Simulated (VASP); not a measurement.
Crystal: Ga.

```
Ga
1.0
     2.21602   -3.79899    0.00000
     2.21602    3.79899    0.00000
     0.00000    0.00000    4.55550
Ga
4
Direct
  0.65570 0.34430 0.41540
  0.84430 0.15570 0.91540
  0.34430 0.65570 0.58460
  0.15570 0.84430 0.08460
```

* Program: VASP 6.6.1
* Task: relaxation of cell and atoms
* Functional: PBE
* Potentials or basis: VASP PAW PBE potentials, release 64 (Ga_d)
* Cutoff: 600 eV
* k mesh: 10 × 10 × 8
* Occupations: gaussian, width 0.1 eV
* Spin: no spin polarisation

At the start: pressure 3.4 GPa; volume 19.18 Å³/atom.

Question: How do energy, volume and symmetry change on relaxing?

Answer: Over 32 steps the energy falls by 13.1 meV/atom and the volume is 20.36 Å³/atom (+6.2 %); space group Cmce (No. 64, to 0.1 Å) before and after.

Step by step:
```csv
step,energy change (eV),largest force (eV/Å),pressure (GPa),volume (Å³)
1,0.0000,0.0346,3.38,76.70
2,-0.0469,0.0415,0.14,81.28
3,-0.0468,0.0445,-0.27,81.64
4,-0.0469,0.0428,0.08,81.44
5,-0.0469,0.0437,-0.11,81.54
6,-0.0483,0.0262,-0.10,81.56
7,-0.0511,0.0344,-0.13,81.62
8,-0.0471,0.1425,-0.03,81.70
9,-0.0515,0.0476,-0.11,81.63
10,-0.0521,0.0168,0.05,81.36
11,-0.0522,0.0132,0.05,81.43
12,-0.0522,0.0119,0.01,81.44
13,-0.0523,0.0036,-0.10,81.45
14,-0.0523,0.0045,-0.02,81.45
15,-0.0523,0.0044,-0.02,81.45
16,-0.0523,0.0055,-0.05,81.45
17,-0.0523,0.0022,0.13,81.32
18,-0.0523,0.0082,-0.05,81.42
19,-0.0523,0.0014,-0.03,81.39
20,-0.0523,0.0012,0.06,81.37
21,-0.0523,0.0063,0.00,81.38
22,-0.0523,0.0033,0.01,81.38
23,-0.0523,0.0005,0.05,81.42
24,-0.0523,0.0036,-0.24,81.53
25,-0.0523,0.0084,0.11,81.44
26,-0.0523,0.0024,0.03,81.48
27,-0.0523,0.0028,-0.09,81.49
28,-0.0523,0.0052,-0.05,81.48
29,-0.0523,0.0021,0.04,81.46
30,-0.0523,0.0039,-0.08,81.46
31,-0.0523,0.0013,-0.03,81.46
32,-0.0523,0.0015,0.00,81.46
```

Final structure:
```
CELL_PARAMETERS angstrom
2.31120 -3.86487 0.00000
2.31120 3.86487 0.00000
0.00000 0.00000 4.55963
ATOMIC_POSITIONS crystal
Ga 0.65636 0.34364 0.41670
Ga 0.84364 0.15636 0.91670
Ga 0.34364 0.65636 0.58330
Ga 0.15636 0.84364 0.08330
```
